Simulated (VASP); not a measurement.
**TiO2: single point with r2SCAN+D3(BJ)**

TiO2:

```xyz
12
Lattice="6.1536 -1.8835 0.0000 6.1536 1.8835 0.0000 -1.9283 0.0000 6.3290" Properties=species:S:1:pos:R:3 pbc="T T T"
Ti    8.4367    0.1303    4.4218
Ti   -0.2451   -0.2876    4.6443
Ti    1.8008    0.2484    1.5490
Ti   10.4062    0.0782    1.8026
O    -0.1534    0.6114    2.0431
O     6.2096    0.0568    4.3885
O     1.2580   -0.2616   -0.1076
O    10.1846   -0.2536    3.6253
O     8.2825    0.1262    1.9599
O     8.4563    0.3000    6.1494
O     1.8291    0.2726    4.3457
O     3.6384   -0.0088    1.8527
```

* Program: VASP 6.6.1
* Task: single point
* Functional: r2SCAN
* Dispersion: D3(BJ)
* Potentials or basis: VASP PAW PBE potentials, release 64 (Ti_sv, O)
* Cutoff: 520 eV
* k mesh: 5 × 5 × 3
* Occupations: fermi-dirac, width 0.36 eV
* Spin: no spin polarisation
* Dipole correction: no
* Further INCAR settings: ALGO = Normal; EDIFF = 1e-06; NBANDS = 60

The pressure is 5.7 GPa. The largest force is 9.822 eV/Å and the band gap on the k mesh is 2.86 eV (least direct gap 3.11 eV). The dispersion energy per atom is -0.099 eV.

Forces on the atoms (eV/Å):
```
Ti   0.806  0.582  0.102
Ti  -0.743  7.608 -6.167
Ti  -2.402 -0.726  1.501
Ti   1.626  0.689 -0.841
O    0.615 -1.950  0.009
O    1.706 -6.020 -1.086
O   -1.057  0.779  4.880
O    0.645  1.118  3.119
O   -0.815  0.165  0.357
O    0.436 -0.825  0.364
O   -1.181 -3.105 -1.212
O    0.364  1.683 -1.025
```

Stress tensor (GPa, compression positive):
```
-5.98 -2.54 -1.47
-2.54 11.86  4.08
-1.47  4.08 11.12
```

Levels at points of the mesh, in eV from the valence-band top:
| k point | band 44 | band 45 | band 46 | band 47 | band 48 | band 49 | band 50 | band 51 | band 52 | band 53 |
| --- | --- | --- | --- | --- | --- | --- | --- | --- | --- | --- |
| (0.00, 0.00, 0.00) | -1.32 | -0.97 | -0.61 | -0.45 | -0.20 | 3.01 | 3.24 | 3.30 | 3.82 | 3.93 |

It took 51 min on 1 thread of Intel Xeon 8259CL, on a shared host, peak memory 0.51 GiB.

Caveat: the stress differs along the axes, from -6 to 12 GPa; the atoms stand as in a frame of molecular dynamics; so wide a smearing shifts energies and pressures; the PAW data sets were made with another functional, which shifts forces and pressure a little. A k mesh can miss the band edges.
